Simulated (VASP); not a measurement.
TaN: single point with r2SCAN

TaN:

```
Ta N
1.0
     0.53114    2.47434    2.47434
     2.47434    0.53114    2.47434
     2.47434    2.47434    0.53114
Ta N
1 1
Cartesian
  2.7399 2.7399 2.7399
  0.0000 0.0000 0.0000
```

This cell differs from its parent crystal: ratio of the length along [111] to the lengths across it x 1.41, volume and fractional coordinates fixed.

- Program: VASP 6.6.1
- Task: single point
- Functional: r2SCAN
- Potentials or basis: VASP PAW PBE potentials, release 64 (Ta_pv, N)
- Cutoff: 520 eV
- k mesh: 20 × 20 × 20
- Occupations: gaussian, width 0.15 eV
- Spin: no spin polarisation

```json
{"Pressure": "15.5 GPa", "Band gap on the k mesh": "zero (bands 8 and 9 overlap by 1.31 eV)"}
```

Stress tensor (GPa, compression positive):
```
 15.51 -28.39 -28.39
-28.39  15.51 -28.39
-28.39 -28.39  15.51
```

Levels at points of the mesh, in eV from the Fermi level:
```csv
k point,band 5,band 6,band 7,band 8,band 9,band 10,band 11,band 12
"(0.00, 0.00, 0.00)",-4.80,-3.62,-0.72,-0.72,-0.20,-0.20,3.52,3.52
"(0.50, 0.00, 0.00)",-8.85,-8.06,-4.24,-1.63,6.09,6.69,7.41,8.66
"(0.50, 0.50, 0.00)",-5.56,-5.00,-3.53,-1.77,2.73,3.18,4.75,7.11
"(0.50, 0.50, 0.50)",-9.69,-3.50,-3.50,-0.05,2.17,2.17,7.27,7.27
```

It took 26 min on 1 thread of Intel Xeon 8259CL, on a shared host, peak memory 0.38 GiB.

Caveat: the cell stands under pressure; the PAW data sets were made with another functional, which shifts forces and pressure a little; spin-orbit coupling is left out, which moves the levels of the heavy elements.
